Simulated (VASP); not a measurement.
Crystal: AgCl.

```
CELL_PARAMETERS angstrom
0.00748 2.99327 2.99327
2.99327 0.00748 2.99327
3.00075 3.00075 0.00000
ATOMIC_POSITIONS crystal
Ag 0.00086 0.00086 0.99914
Cl 0.24914 0.24914 0.25086
```

This cell differs from its parent crystal: shear xy strain +0.5%.

Base run:

```yaml
Program: VASP 6.6.1
Functional: PBE
Potentials_or_basis: VASP PAW PBE potentials, release 64 (Ag, Cl)
Cutoff: 520 eV
k_mesh: 8 × 8 × 8
Occupations: fermi-dirac, width 0.02 eV
Spin: no spin polarisation
```

Its results: band gap on the k mesh 1.25 eV; pressure 1.1 GPa.

Problem. The run is repeated on the same cell with these changes: functional from PBE to r2SCAN; occupations from fermi-dirac, width 0.02 eV to gaussian, width 0.01 eV. What comes out?

Solution. Band gap on the k mesh 1.59 eV; pressure -0.1 GPa.

Caveats: the PAW data sets were made with another functional, which shifts forces and pressure a little (at least some runs).

A k mesh can miss the band edges.
